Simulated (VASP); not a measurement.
Here is a VASP 6.6.1 calculation.

The input INCAR:

```
PREC = Accurate
ENCUT = 520
EDIFF = 1E-6
ISMEAR = 0
SIGMA = 0.1
LREAL = F
LASPH = T
NELM = 80
ALGO = Normal
ISIF = 2
LWAVE = F
LCHARG = F
LDIPOL = T
IDIPOL = 3
DIPOL = 0.5 0.5 0.347
GGA = PE
NBANDS = 24
```

File KPOINTS:

```
Automatic mesh
0
Gamma
  9 9 1
```

File POSCAR:

```
HPt3
1.0
    2.8071640668      0.0000000000      0.0000000000
    0.0000000000      2.8071640668      0.0000000000
    0.0000000000      0.0000000000     19.3513900635
Pt H
3 1
Direct
    0.5000000000      0.5000000000      0.2067034971
    0.0000000000      0.0000000000      0.3062505493
    0.5000000000      0.5000000000      0.4057274458
    0.6666666667      0.8333333333      0.4683878861
```

Potentials or basis: VASP PAW PBE potentials, release 64 (Pt, H).

Command:

```sh
$ cat potpaw_PBE.64/Pt/POTCAR potpaw_PBE.64/H/POTCAR > POTCAR
$ mpirun -np 1 vasp_std > vasp.out
```

Problem. What does it give for the largest force?

Solution. 0.574 eV/Å.

Problem. Estimate the band gap on the k mesh.

Solution. Zero (an odd number of electrons rules out a gap without spin polarisation).

Forces on the atoms (eV/Å):
```
Pt  -0.053 -0.052 -0.083
Pt   0.070  0.042 -0.473
Pt   0.088 -0.252  0.508
H   -0.106  0.262  0.048
```

Caveat: spin-orbit coupling is left out, which moves the levels of the heavy elements.
